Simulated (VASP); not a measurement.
# ReS2 in VASP: a series of runs

The runs below take ReS2 through single point, with LDA.

Everything below comes from runs of VASP 6.6.1. Logs are shortened: lines on timing, memory, paths and dates and some standing lists are left out, and cuts for length are marked.

### 1 The cell of the first run

The cell holds a sheet with vacuum, 24 atoms: a = 6.299 Å, b = 6.402 Å, c = 23.000 Å, α = 90.00°, β = 90.00°, γ = 61.25°.

### 2 Single point, LDA

Contents of INCAR:

```
ALGO = Normal ; EDIFF = 1E-6
ENCUT = 520 ; GGA = CA
GGA_COMPAT = F ; ISIF = 2
ISMEAR = 0 ; LASPH = T
LCHARG = F ; LREAL = F
LWAVE = F ; NBANDS = 94
NELM = 120 ; NELMDL = -8
PREC = Accurate ; SIGMA = 0.01
```

Contents of KPOINTS:

```
k-points
0
Gamma
  4 4 1
```

Contents of POSCAR:

```
ReS2
1.0
    6.2991530409     -0.0080693685      0.0000000000
    3.0861822194      5.6088672909      0.0000000000
    0.0000000000      0.0000000000     23.0000000000
Re S
8 16
Direct
    0.1155593154      0.2397540932      0.3667710424
    0.2381072115      0.6143867879      0.3714741350
    0.6889773878      0.2127363034      0.3686371445
    0.6647096915      0.6417212958      0.3694676379
    0.6286604419      0.1840740057      0.6298301617
    0.7512083888      0.5587066250      0.6345332647
    1.2020578986      0.1567396445      0.6318366682
    1.1777901936      0.5857246136      0.6326671590
    0.8607361329      0.8314596605      0.3181372419
    0.3215384677      0.8625042944      0.3107961780
    0.0323791795      0.9910126621      0.4272402204
   -0.0083978111      0.5331771642      0.4366133330
    0.4931589719      1.0227122949      0.4199003717
    0.8217551718      0.3682150092      0.2937355568
    0.5319362135      0.4874898284      0.4443946289
    0.3612695759      0.3217737668      0.3015042772
    1.3736086002      0.7757489390      0.5814040413
    0.8343882982      0.8074487119      0.5740642269
    0.5452290243      0.9359570470      0.6905082453
    0.5054981112      0.4766875193      0.6998000608
    1.0060313934      0.9670016087      0.6831671571
    1.3348314680      0.3109717091      0.5569096653
    1.0450125604      0.4302464726      0.7075687459
    0.8751654952      0.2652841742      0.5646910097
```

Potentials or basis: VASP PAW LDA potentials, release 64 (Re, S).

Launch:

```bash
> cat potpaw_LDA.64/Re/POTCAR potpaw_LDA.64/S/POTCAR > POTCAR
> mpirun -np 1 vasp_std > vasp.out
```

OUTCAR:

```text
EDIFF = 1E-6
   ENCUT = 520
   GGA = CA
   ISIF = 2
   ISMEAR = 0
   LASPH = T
   LREAL = F
   NELM = 120
   NELMDL = -8
   PREC = Accurate

 ion  position               nearest neighbor table
   1  0.116  0.240  0.367-  12 2.30  14 2.34  11 2.36  16 2.39  13 2.43  10 2.48   4 2.77   3 2.77
                             2 2.85
   2  0.238  0.614  0.371-  16 2.30  15 2.34  10 2.36  12 2.39   9 2.43  11 2.48   3 2.77   4 2.78
                             1 2.85
   3  0.689  0.213  0.369-  15 2.33  14 2.34  11 2.36  16 2.40  13 2.42   9 2.44   4 2.68   2 2.77
                             1 2.77
   4  0.665  0.642  0.369-  14 2.33  15 2.33  10 2.36  12 2.39   9 2.42  13 2.43   3 2.68   1 2.77
                             2 2.78
   5  0.629  0.184  0.630-  20 2.30  22 2.34  19 2.36  24 2.39  21 2.43  18 2.48   8 2.77   7 2.78
                             6 2.85
   6  0.751  0.559  0.635-  24 2.30  23 2.34  18 2.36  20 2.39  17 2.43  19 2.48   7 2.77   8 2.77
                             5 2.85
   7  0.202  0.157  0.632-  23 2.33  22 2.33  19 2.36  24 2.39  21 2.42  17 2.43   8 2.68   6 2.77
                             5 2.78
   8  0.178  0.586  0.633-  22 2.33  23 2.34  18 2.36  20 2.40  17 2.42  21 2.44   7 2.68   5 2.77
                             6 2.77
   9  0.861  0.831  0.318-   4 2.42   2 2.43   3 2.44
  10  0.322  0.863  0.311-   2 2.36   4 2.36   1 2.48
  11  0.032  0.991  0.427-   1 2.36   3 2.36   2 2.48
  12  0.992  0.533  0.437-   1 2.30   2 2.39   4 2.39
  13  0.493  0.023  0.420-   3 2.42   1 2.43   4 2.43
  14  0.822  0.368  0.294-   4 2.33   3 2.34   1 2.34
[... 8 lines left out ...]
  23  0.045  0.430  0.708-   7 2.33   8 2.34   6 2.34
  24  0.875  0.265  0.565-   6 2.30   5 2.39   7 2.39

  LATTYP: Found a simple monoclinic cell.
 ALAT       =     6.2991582094
 B/A-ratio  =     3.6512815261
 C/A-ratio  =     1.0163053087
 COS(beta)  =    -0.4809525332

  Lattice vectors:

 A1 = (   6.2991530409,  -0.0080693685,   0.0000000000)
 A2 = (   0.0000000000,   0.0000000000,  23.0000000000)
 A3 = (  -3.0861822194,  -5.6088672909,   0.0000000000)

Analysis of symmetry for initial positions (statically):
=====================================================================
 Subroutine PRICEL returns:
 Original cell was already a primitive cell.

 Routine SETGRP: Setting up the symmetry group for a
 simple monoclinic supercell.

 Subroutine GETGRP returns: Found  2 space group operations
 (whereof  1 operations were pure point group operations)
 out of a pool of  4 trial point group operations.

The static configuration has the point symmetry C_1 .
 The point group associated with its full space group is S_2 .

Analysis of symmetry for dynamics (positions and initial velocities):
[... 151 lines left out ...]
   PSTRESS=    0.0 pullay stress
   NELECT =     152.0000    total number of electrons
   NUPDOWN=      -1.0000    fix difference up-down
   EMIN   =  10.00;   EMAX   =-10.00  energy-range for DOS
   EFERMI =   0.00;   METHOD = LEGACY
   ISMEAR =     0;   SIGMA  =   0.01  broadening in eV -4-tet -1-fermi 0-gaus
   EFERMI_NEDOS =   21; number of points for ismear=-14 and -15
   IALGO  =     38    algorithm
   IMIX   =      4    mixing-type and parameters
     AMIX     =   0.40;   BMIX     =  1.00
     AMIX_MAG =   1.60;   BMIX_MAG =  1.00
  volume/ion in A,a.u.               =      33.88       228.65
  Fermi-wavevector in a.u.,A,eV,Ry     =   0.936035  1.768851 11.920913  0.876162
  Thomas-Fermi vector in A             =   2.063004
   LORBIT       =      0    0 simple, 1 ext, 2 COOP (PROOUT), +10 PAW based schemes
   GGA     = CA    functional components
   LHFCALC =     F    Hartree Fock is set to
   AEXX    =    0.0000 exact exchange contribution
   IVDW    =     0    specifies the selected vdW correction
   LEPSILON=     F    determine dielectric tensor
   LRPA    =     F    only Hartree local field effects (RPA)
 non-spin polarized calculation
 Gauss-broadening in eV      SIGMA  =   0.01
  energy-cutoff  :      520.00
  volume of cell :      813.19
 maximum number of plane-waves:     21920
 NGX is ok and might be reduce to    48
   NGX = 23   NGY = 23   NGZ = 85

 number of electron     152.0000002 magnetization

 Free energy of the ion-electron system (eV)
  ---------------------------------------------------
  ext. energy  EPLUGINS =         0.00000000
  ---------------------------------------------------
  free energy    TOTEN  =      -200.01322604 eV

  energy without entropy =     -200.01322604  energy(sigma->0) =     -200.01322604

 E-fermi :   0.1965     XC(G=0):  -6.2141

 val. band max:        0.1095626123   @ k =   0.0000   0.0000   0.0000
 cond. band min:       1.4164621992   @ k =   0.0000   0.0000   0.0000
 fundamental gap:      1.3068995868
 Fermi energy:         0.1965169571

 k-point     1 :       0.0000    0.0000    0.0000
  band No.  band energies     occupation
      1     -14.9789      2.00000
      2     -14.8753      2.00000
      3     -13.5128      2.00000
      4     -13.3501      2.00000
      5     -13.0467      2.00000
      6     -13.0133      2.00000
[... 899 lines left out ...]
     87       2.5393      0.00000
     88       2.5482      0.00000
 [bands above 88 left out]

------------------------ aborting loop because EDIFF is reached ----------------------------------------

  FORCE on cell =-STRESS in cart. coord.  units (eV):
  Direction    XX          YY          ZZ          XY          YZ          ZX
  --------------------------------------------------------------------------------------
  -------------------------------------------------------------------------------------
  Total        2.6187691      2.6470193      2.4374348     -0.0320985     -0.1064096     -0.0281722
  in kB        5.1596070      5.2152667      4.8023347     -0.0632419     -0.2096526     -0.0555061
  external PRESSURE =       5.0590695 kB  Pullay stress =       0.0000000 kB

 VOLUME and BASIS-vectors are now :
 -----------------------------------------------------------------------------
  energy-cutoff  :      520.00
  volume of cell :      813.19
      direct lattice vectors                 reciprocal lattice vectors
     6.299153041 -0.008069369  0.000000000     0.158639682 -0.087288741  0.000000000
     3.086182219  5.608867291  0.000000000     0.000228232  0.178163537  0.000000000
     0.000000000  0.000000000 23.000000000     0.000000000  0.000000000  0.043478261

 POSITION                                       TOTAL-FORCE (eV/Angst)
 -----------------------------------------------------------------------------------
      1.46785      1.34382      8.43573         0.020206     -0.021636     -0.017054
      3.39598      3.44409      8.54391        -0.018667      0.021208      0.012641
      4.99652      1.18765      8.47865        -0.013368     -0.039865     -0.010121
      6.16758      3.59397      8.49776         0.015416      0.043943      0.007324
      4.52811      1.02737     14.48609         0.018667     -0.021208     -0.012641
      6.45625      3.12765     14.59427        -0.020206      0.021636      0.017054
[... 16 lines left out ...]
      1.61136      2.41283     16.27408        -0.002605      0.000297      0.165549
      6.33152      1.48088     12.98789        -0.003326     -0.033717     -0.137536
 -----------------------------------------------------------------------------------
    total drift:                               -0.005836     -0.009939     -0.008946

  FREE ENERGIE OF THE ION-ELECTRON SYSTEM (eV)
  ---------------------------------------------------
  free  energy   TOTEN  =      -200.0132260421 eV

  energy  without entropy=     -200.0132260421  energy(sigma->0) =     -200.01322604
```

stdout:

```text
POSCAR found type information on POSCAR ReS
 POSCAR found :  2 types and      24 ions
 scaLAPACK will be used
 -----------------------------------------------------------------------------
|                                                                             |
|                                                                             |
|     You have a (more or less) 'large supercell' and for larger cells it     |
|     might be more efficient to use real-space projection operators.         |
|     Therefore, try LREAL= Auto in the INCAR file.                           |
|     Mind: For very accurate calculation, you might also keep the            |
|     reciprocal projection scheme (i.e. LREAL=.FALSE.).                      |
|                                                                             |
 -----------------------------------------------------------------------------

 LDA part: xc-table for (Slater(with rela. corr.)+CA(PZ))
 , standard interpolation
 POSCAR, INCAR and KPOINTS ok, starting setup
 FFT: planning ... GRIDC
 FFT: planning ... GRID_SOFT
 FFT: planning ... GRID
 WAVECAR not read
 entering main loop
```

It took 29 min on 1 thread of AMD EPYC 9R45 (Zen 5), shared host; peak memory 0.86 GiB.

What came out:

- Free energy: -200.0132 eV
- Largest force: 0.175 eV/Å
- Band gap on the k mesh: 1.31 eV

Forces in eV/Å, atoms in the order of the input:
```
Re   0.020 -0.022 -0.017
Re  -0.019  0.021  0.013
Re  -0.013 -0.040 -0.010
Re   0.015  0.044  0.007
Re   0.019 -0.021 -0.013
Re  -0.020  0.022  0.017
Re  -0.015 -0.044 -0.007
Re   0.013  0.040  0.010
S    0.007  0.010 -0.069
S   -0.005  0.048 -0.089
S    0.004 -0.042  0.098
S    0.003  0.034  0.138
S   -0.006 -0.007  0.076
S    0.003  0.000 -0.166
S   -0.005 -0.008  0.175
S   -0.002 -0.035 -0.128
S    0.006  0.007 -0.076
S   -0.004  0.042 -0.098
S    0.005 -0.048  0.089
S    0.002  0.035  0.128
S   -0.007 -0.010  0.069
S    0.005  0.008 -0.175
S   -0.003  0.000  0.166
S   -0.003 -0.034 -0.138
```

Levels at points of the mesh, in eV from the valence-band top:
```
           k point  band 72  band 73  band 74  band 75  band 76  band 77  band 78  band 79  band 80  band 81
(0.00, 0.00, 0.00)    -0.40    -0.38    -0.26    -0.17     0.00     1.31     1.47     1.95     2.03     2.10
(0.50, 0.00, 0.00)    -0.65    -0.56    -0.48    -0.39    -0.39     1.67     1.68     1.91     1.97     1.98
(0.00, 0.50, 0.00)    -0.60    -0.46    -0.36    -0.24    -0.17     1.63     1.72     1.86     1.91     2.00
(0.50, 0.50, 0.00)    -0.56    -0.53    -0.43    -0.42    -0.36     1.62     1.64     1.82     1.89     1.91
```

Caveat: spin-orbit coupling is left out, which moves the levels of the heavy elements.

### 3 Single point, LDA

Contents of INCAR:

```
ALGO = Normal
EDIFF = 1E-6
ENCUT = 520
GGA_COMPAT = F
ISIF = 2
ISMEAR = 0
LASPH = T
LCHARG = F
LREAL = F
LWAVE = F
NBANDS = 94
NELM = 120
NELMDL = -8
PREC = Accurate
SIGMA = 0.01
```

KPOINTS is that of step 2.

Contents of POSCAR:

```
ReS2
1.0
    6.2991530409     -0.0080693685      0.0000000000
    3.0861822194      5.6088672909      0.0000000000
    0.0000000000      0.0000000000     23.0000000000
Re S
8 16
Direct
    0.1155593154      0.2397540932      0.3667710424
    0.2381072115      0.6143867879      0.3714741350
    0.6889773878      0.2127363034      0.3686371445
    0.6647096915      0.6417212958      0.3694676379
    0.6286604419      0.1840740057      0.6285258138
    0.7512083888      0.5587066250      0.6332289169
    1.2020578986      0.1567396445      0.6305323203
    1.1777901936      0.5857246136      0.6313628112
    0.8607361329      0.8314596605      0.3181372419
    0.3215384677      0.8625042944      0.3107961780
    0.0323791795      0.9910126621      0.4272402204
   -0.0083978111      0.5331771642      0.4366133330
    0.4931589719      1.0227122949      0.4199003717
    0.8217551718      0.3682150092      0.2937355568
    0.5319362135      0.4874898284      0.4443946289
    0.3612695759      0.3217737668      0.3015042772
    1.3736086002      0.7757489390      0.5800996935
    0.8343882982      0.8074487119      0.5727598791
    0.5452290243      0.9359570470      0.6892038975
    0.5054981112      0.4766875193      0.6984957130
    1.0060313934      0.9670016087      0.6818628093
    1.3348314680      0.3109717091      0.5556053175
    1.0450125604      0.4302464726      0.7062643981
    0.8751654952      0.2652841742      0.5633866618
```

Potentials or basis: VASP PAW LDA potentials, release 64 (Re, S).

Launch:

```bash
> cat potpaw_LDA.64/Re/POTCAR potpaw_LDA.64/S/POTCAR > POTCAR
> mpirun -np 1 vasp_std > vasp.out
```

Run time: 38 min. Hardware: 1 thread of Intel Xeon 6975P-C (Granite Rapids), shared host; peak memory 0.87 GiB.

Results (log left out):

```
Free energy            : -200.0137 eV
Largest force          : 0.166 eV/Å
Band gap on the k mesh : 1.30 eV
```

Forces in eV/Å, atoms in the order of the input:
```
Re   0.021 -0.023 -0.016
Re  -0.020  0.021  0.014
Re  -0.013 -0.042 -0.009
Re   0.015  0.045  0.007
Re   0.020 -0.021 -0.014
Re  -0.021  0.023  0.016
Re  -0.015 -0.045 -0.007
Re   0.013  0.042  0.009
S    0.007  0.010 -0.069
S   -0.005  0.046 -0.089
S    0.005 -0.045  0.091
S    0.001  0.035  0.128
S   -0.006 -0.010  0.071
S    0.002  0.000 -0.166
S   -0.003 -0.002  0.164
S   -0.002 -0.035 -0.128
S    0.006  0.010 -0.071
S   -0.005  0.045 -0.091
S    0.005 -0.046  0.089
S    0.002  0.035  0.128
S   -0.007 -0.010  0.069
S    0.003  0.002 -0.164
S   -0.002  0.000  0.166
S   -0.001 -0.035 -0.128
```

Levels at points of the mesh, in eV from the valence-band top:
```tsv
k point	band 73	band 74	band 75	band 76	band 77	band 78	band 79	band 80
(0.00, 0.00, 0.00)	-0.39	-0.26	-0.18	0.00	1.30	1.47	1.94	2.02
(0.50, 0.00, 0.00)	-0.58	-0.49	-0.40	-0.39	1.66	1.67	1.90	1.96
(0.00, 0.50, 0.00)	-0.46	-0.36	-0.25	-0.18	1.62	1.71	1.85	1.91
(0.50, 0.50, 0.00)	-0.54	-0.44	-0.42	-0.36	1.61	1.63	1.81	1.88
```

Caveat: spin-orbit coupling is left out, which moves the levels of the heavy elements.
